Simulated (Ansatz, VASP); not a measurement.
MgO: VASP beside Ansatz

```
CELL_PARAMETERS angstrom
0.00000 2.12681 2.12681
2.12681 0.00000 2.12681
2.12681 2.12681 0.00000
ATOMIC_POSITIONS crystal
Mg 0.00000 0.00000 0.00000
O 0.50000 0.50000 0.50000
```

Alike in both runs: functional PBE; k mesh 10 × 10 × 10; occupations gaussian, width 0.02 eV; no spin polarisation.

Ansatz relaxed the structure, and its values are those at the end. VASP's run is a single point on that final structure, the one shown.

|  | VASP | Ansatz |
| --- | --- | --- |
| version | VASP 6.6.1 | Ansatz 0.2.0 |
| potentials or method | VASP PAW PBE potentials, release 64 (Mg, O), cutoff 520 eV | scalar-relativistic, plane waves, PAW |
| valence electrons in the cell | 8 | 16 |

```csv
,VASP,Ansatz,Ansatz less VASP
gap on the k mesh at the Fermi level (eV),4.45,4.46,+0.017
least direct gap on the mesh (eV),4.45,4.46,+0.017
pressure (GPa),-0.7,0.0,+0.74
```

VASP's potentials hold 8 valence electrons a cell and Ansatz's 16, so a difference there can come from the potentials and not from the codes.
